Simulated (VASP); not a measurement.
## Na7Fe4O12 (a cell with a defect): single point with LDA

System: Na7Fe4O12 (a cell with a defect).

```
CELL_PARAMETERS angstrom
0.84061 4.64352 5.41988
0.84061 -4.64352 5.41988
5.34880 0.00000 0.00000
ATOMIC_POSITIONS crystal
Na 0.24976 0.22671 0.75647
Na 0.66120 0.32527 0.56702
Na 0.27957 0.69857 0.53705
Na 0.48850 0.53295 0.03926
Na 0.73724 0.74390 0.25231
Na 0.12614 0.83896 0.07006
Na 0.84438 0.14568 0.01934
Fe 0.41287 0.08513 0.25233
Fe 0.09605 0.41568 0.24832
Fe 0.93290 0.57001 0.74401
Fe 0.59510 0.89901 0.75171
O 0.15088 0.16824 0.15449
O 0.35744 0.35535 0.33113
O 0.17287 0.54001 0.88333
O 0.53127 0.12397 0.89474
O 0.34128 0.99283 0.54662
O 0.96957 0.34867 0.59260
O 0.63219 0.65631 0.67420
O 0.84348 0.83176 0.82428
O 0.64954 0.03566 0.36870
O 0.02053 0.63917 0.41517
O 0.87803 0.46449 0.07885
O 0.43742 0.84312 0.07824
```

```yaml
Program: VASP 6.6.1
Task: single point
Functional: LDA
Potentials_or_basis: VASP PAW LDA potentials, release 64 (Na_pv, Fe, O)
Cutoff: 520 eV
k_mesh: 2 × 2 × 2
Occupations: fermi-dirac, width 0.05 eV
Spin: collinear spin, ferromagnetic start
Starting_moments: "[0.0, 0.0, 0.0, 0.0, 0.0, 0.0, 0.0, 2.5, 2.5, 2.5, 2.5, 0.0, 0.0, 0.0, 0.0, 0.0, 0.0, 0.0, 0.0, 0.0, 0.0, 0.0, 0.0] μB"
Dipole_correction: no
Charge: -1
Further_INCAR_settings: LREAL = Auto; ALGO = Normal; EDIFF = 1e-06; NBANDS = 98; NELECT = 154.0
```

```json
{
  "Largest force": "2.327 eV/Å",
  "Net moment": "9.12 μB per cell",
  "Site moments": "Na +0.01, +0.00 (each value once); Fe +1.83, +1.62, +1.59, +2.38; O +0.10, +0.06, +0.01, +0.12, +0.17, +0.07, +0.09, +0.13, +0.11, +0.05 (each value once) μB",
  "Valence electrons inside the program's atomic spheres": "Na 6.11, 6.05, 6.08, 6.09, 6.06 (each value once); Fe 7.39, 7.26, 7.35, 7.24; O 4.94, 4.93, 4.92, 4.96, 4.98, 4.95, 4.99 (each value once)"
}
```

Forces in eV/Å, atoms in the order of the input:
```
Na  -0.204 -0.626  0.423
Na  -0.520  0.049 -0.254
Na   0.036  0.441  0.596
Na  -0.514  0.113  0.026
Na   0.065  0.069 -0.039
Na  -0.210  0.037 -0.033
Na   0.082 -0.278  0.073
Fe  -2.190 -0.212  0.721
Fe  -0.087 -0.303 -0.790
Fe   0.689 -0.428  0.182
Fe  -0.176 -1.204  0.056
O    0.434  0.438  0.297
O   -0.006  0.221 -0.882
O    0.729 -0.410 -0.585
O    0.323 -0.048  1.381
O    1.415  1.042 -1.526
O   -0.216  0.321 -0.006
O   -0.421  0.852 -0.308
O    0.545  0.355  0.277
O    0.488 -0.149  0.049
O   -0.913  0.023  0.933
O   -0.077 -0.454 -0.785
O    0.725  0.151  0.192
```

Levels at points of the mesh, in eV from the Fermi level:
Spin up:
| k point | band 78 | band 79 | band 80 | band 81 | band 82 | band 83 | band 84 | band 85 |
| --- | --- | --- | --- | --- | --- | --- | --- | --- |
| (0.00, 0.00, 0.00) | -0.95 | -0.84 | -0.73 | -0.62 | 0.00 | 0.31 | 0.55 | 0.68 |
| (0.50, 0.00, 0.00) | -0.88 | -0.76 | -0.70 | -0.64 | 0.07 | 0.50 | 0.59 | 0.66 |
| (0.00, 0.50, 0.00) | -0.89 | -0.77 | -0.68 | -0.62 | 0.05 | 0.44 | 0.59 | 0.71 |
| (0.50, 0.50, 0.00) | -0.91 | -0.88 | -0.80 | -0.51 | 0.09 | 0.54 | 0.63 | 0.66 |
| (0.00, 0.00, 0.50) | -0.89 | -0.78 | -0.63 | -0.60 | -0.11 | 0.29 | 0.38 | 0.71 |
| (0.50, 0.00, 0.50) | -0.93 | -0.86 | -0.60 | -0.54 | -0.11 | 0.37 | 0.43 | 0.79 |
| (0.00, 0.50, 0.50) | -0.98 | -0.76 | -0.61 | -0.52 | -0.08 | 0.27 | 0.53 | 0.77 |
| (0.50, 0.50, 0.50) | -0.89 | -0.71 | -0.65 | -0.62 | -0.06 | 0.42 | 0.59 | 0.75 |
Spin down:
```
           k point  band 70  band 71  band 72  band 73  band 74  band 75  band 76  band 77
(0.00, 0.00, 0.00)    -0.49    -0.16    -0.11    -0.02     0.18     0.22     0.35     0.36
(0.50, 0.00, 0.00)    -0.40    -0.18    -0.06    -0.01     0.03     0.15     0.34     0.41
(0.00, 0.50, 0.00)    -0.39    -0.17    -0.07    -0.01     0.03     0.14     0.38     0.41
(0.50, 0.50, 0.00)    -0.49    -0.18    -0.09    -0.01     0.17     0.20     0.31     0.40
(0.00, 0.00, 0.50)    -0.37    -0.32     0.02     0.04     0.13     0.24     0.29     0.35
(0.50, 0.00, 0.50)    -0.28    -0.16    -0.10    -0.02     0.04     0.13     0.27     0.36
(0.00, 0.50, 0.50)    -0.27    -0.21    -0.10     0.01     0.05     0.15     0.26     0.35
(0.50, 0.50, 0.50)    -0.36    -0.32     0.00     0.04     0.18     0.22     0.28     0.39
```

Run time: 43 min on 1 thread of Oxide Virtual Turin-like Processor (shared host), peak memory 0.43 GiB.

Caveat: the k points lie up to 0.59 Å⁻¹ apart; the cell carries a net charge on a neutralising background, which shifts energy and pressure; the cell is charged against a uniform background, so pressure and absolute levels hang on convention; semilocal functionals often make such compounds metallic where correlation or magnetic order opens a gap, which also shifts bond lengths; the run started ferromagnetic, and an antiferromagnetic order may lie lower in energy.
